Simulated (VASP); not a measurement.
The system is PbI3.

```
Pb I
1.0
     5.62161    0.00000    0.00000
    -2.81081    4.86846    0.00000
     0.00000    0.00000    6.23458
Pb I
1 3
Direct
  0.00000 0.00000 0.37284
  0.50000 0.00000 0.94948
  0.00000 0.50000 0.94948
  0.50000 0.50000 0.94948
```

The cell was built from a structure type or drawn by symmetry, and may not be a known phase.

* Program: VASP 6.6.1
* Task: relaxation of cell and atoms
* Functional: PBE
* Potentials or basis: VASP PAW PBE potentials, release 64 (Pb_d, I)
* Cutoff: 600 eV
* k mesh: 6 × 6 × 4
* Occupations: gaussian, width 0.1 eV
* Spin: no spin polarisation

At the start: pressure 11.4 GPa; volume 42.66 Å³/atom.

Problem. Where does the relaxation end?

Solution. Over 40 steps the energy falls by 1173.4 meV/atom and the volume is 43.43 Å³/atom (+1.8 %); space group P6mm (No. 183, to 0.1 Å) before and after.

Step by step:
| step | energy change (eV) | largest force (eV/Å) | pressure (GPa) | volume (Å³) |
| --- | --- | --- | --- | --- |
| 1 | 0.0000 | 0.1789 | 11.39 | 170.63 |
| 2 | -2.8242 | 0.5645 | -1.23 | 253.24 |
| 3 | -2.8325 | 0.5289 | -0.63 | 240.48 |
| 4 | -2.8383 | 0.5461 | -0.90 | 245.48 |
| 5 | -3.0446 | 0.6115 | -1.02 | 236.16 |
| 6 | -3.5885 | 0.6633 | -1.35 | 212.64 |
| 7 | -4.1596 | 0.4512 | -0.53 | 162.15 |
| 8 | -4.2063 | 0.4772 | -1.26 | 173.01 |
| 9 | -4.2101 | 0.4680 | -1.07 | 169.39 |
| 10 | -4.2131 | 0.4365 | 2.27 | 148.06 |
| 11 | -4.2671 | 0.4663 | 0.38 | 157.99 |
| 12 | -4.3191 | 0.4900 | 0.41 | 160.07 |
| 13 | -4.3539 | 0.4792 | 0.69 | 163.31 |
| 14 | -4.3850 | 0.4894 | 0.34 | 166.49 |
| 15 | -4.4464 | 0.4947 | -0.53 | 176.27 |
| 16 | -4.4378 | 0.4129 | -1.70 | 196.94 |
| 17 | -4.4661 | 0.4664 | -1.09 | 184.54 |
| 18 | -4.4943 | 0.4292 | -1.04 | 185.31 |
| 19 | -4.5632 | 0.3106 | -0.88 | 187.60 |
| 20 | -4.6281 | 0.1029 | -0.60 | 192.18 |
| 21 | -4.6323 | 0.0690 | -0.53 | 193.34 |
| 22 | -4.6333 | 0.0467 | -0.50 | 194.16 |
| 23 | -4.6474 | 0.0478 | -0.10 | 187.75 |
| 24 | -4.6498 | 0.0456 | 0.15 | 184.41 |
| 25 | -4.6620 | 0.0501 | 0.15 | 181.35 |
| 26 | -4.6810 | 0.0691 | 0.27 | 172.15 |
| 27 | -4.6838 | 0.0735 | -0.08 | 174.74 |
| 28 | -4.6838 | 0.0770 | -0.08 | 174.52 |
| 29 | -4.6838 | 0.0758 | -0.05 | 174.36 |
| 30 | -4.6843 | 0.0711 | -0.04 | 174.22 |
| 31 | -4.6856 | 0.0658 | -0.03 | 173.79 |
| 32 | -4.6874 | 0.0562 | -0.01 | 172.94 |
| 33 | -4.6877 | 0.0386 | 0.02 | 171.24 |
| 34 | -4.6881 | 0.0474 | 0.00 | 172.01 |
| 35 | -4.6888 | 0.0435 | 0.04 | 171.85 |
| 36 | -4.6899 | 0.0348 | 0.17 | 171.36 |
| 37 | -4.6901 | 0.0309 | 0.23 | 171.15 |
| 38 | -4.6906 | 0.0290 | 0.20 | 171.41 |
| 39 | -4.6921 | 0.0244 | 0.15 | 172.18 |
| 40 | -4.6938 | 0.0134 | 0.04 | 173.74 |

Final structure:
```cif
data_structure
_symmetry_space_group_name_H-M 'P 1'
_symmetry_Int_Tables_number 1
_cell_length_a 6.9075
_cell_length_b 6.9075
_cell_length_c 4.2046
_cell_angle_alpha 90.000
_cell_angle_beta 90.000
_cell_angle_gamma 120.000
_cell_volume 173.74
loop_
_atom_site_label
_atom_site_type_symbol
_atom_site_fract_x
_atom_site_fract_y
_atom_site_fract_z
_atom_site_occupancy
Pb1 Pb 0.00000 0.00000 0.06672 1
I1 I 0.50000 0.00000 0.05152 1
I2 I 0.00000 0.50000 0.05152 1
I3 I 0.50000 0.50000 0.05152 1
```

Caveat: a cell axis changed by over 15 % at a fixed basis, so the end point is rough; an odd number of electrons without spin polarisation forces a metal; a magnetic or distorted state may lie lower.
